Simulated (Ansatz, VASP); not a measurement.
Ge in VASP and in Ansatz

```
Ge
1.0
    -2.57449    2.57449    1.39741
     2.57449   -2.57449    1.39741
     2.57449    2.57449   -1.39741
Ge
2
Direct
  0.50000 0.50000 0.00000
  0.25000 0.75000 0.50000
```

Alike in both runs: task relaxation of cell and atoms; functional PBE; dispersion D3(BJ); k mesh 11 × 11 × 11; occupations fermi-dirac, width 0.05 eV; no spin polarisation.

|  | VASP | Ansatz |
| --- | --- | --- |
| version | VASP 6.6.1 | Ansatz 0.2.0 |
| potentials or method | VASP PAW PBE potentials, release 64 (Ge_d), cutoff 600 eV | all-electron LAPW, scalar-relativistic |

|  | VASP | Ansatz | Ansatz less VASP |
| --- | --- | --- | --- |
| relaxed volume (Å³/atom) | 18.56 | 18.56 | -0.004 |
| relaxed cell length with the largest relative difference (Å) | 3.905 | 3.904 | -0.0008 |

Ansatz ran all-electron here, and VASP with PAW potentials.
